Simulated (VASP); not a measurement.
Wanted: the native input for a VASP 6.6.1 run.

```
Task                   : single point
Functional             : PBE
Potentials or basis    : VASP PAW PBE potentials, release 64 (Al, Cu)
Cutoff                 : 520 eV
k mesh                 : 10 × 10 × 10
Occupations            : gaussian, width 0.15 eV
Spin                   : no spin polarisation
Dipole correction      : no
Further INCAR settings : ALGO = Fast; EDIFF = 1e-06; NBANDS = 26
```

The structure of Al2Cu lies in POSCAR:

```
Al2Cu
1.0
   -2.8748500000      2.8748500000      2.4168500000
    2.8748500000     -2.8748500000      2.4168500000
    2.8748500000      2.8748500000     -2.4168500000
Al Cu
4 2
Direct
    0.1587211657      0.6587211657      0.8174423314
    0.6587211657      0.8412788343      0.5000000000
    0.8412788343      0.3412788343      0.1825576686
    0.3412788343      0.1587211657      0.5000000000
    0.7500000000      0.7500000000      0.0000000000
    0.2500000000      0.2500000000      0.0000000000
```

These files were run (other wordings do the same):

INCAR

```
SYSTEM = Al2Cu
  PREC = Accurate
  ENCUT = 520
  EDIFF = 1E-6
  ISMEAR = 0
  SIGMA = 0.15
  LREAL = .False.
  LASPH = .True.
  NELM = 60
  ALGO = Fast
  ISIF = 2
  LWAVE = .False.
  LCHARG = .False.
  GGA = PE
  NBANDS = 26
```

KPOINTS

```
Automatic mesh
0
Gamma
  10 10 10
  0 0 0
```

Potentials or basis: VASP PAW PBE potentials, release 64 (Al, Cu).

Run with:

```sh
$ cat potpaw_PBE.64/Al/POTCAR potpaw_PBE.64/Cu/POTCAR > POTCAR
$ mpirun -np 1 vasp_std > vasp.out
```

It gave:

```yaml
Pressure: 15.1 GPa
Largest_force: 0.072 eV/Å
Band_gap_on_the_k_mesh: zero (bands 17 and 18 overlap by 4.23 eV)
```

Caveat: the stress differs along the axes, from 10 to 17 GPa.

Run time: 110 s on 1 thread of Intel(R) Xeon(R) 6975P-C (Granite Rapids), with other jobs on the host, peak memory 0.32 GiB.
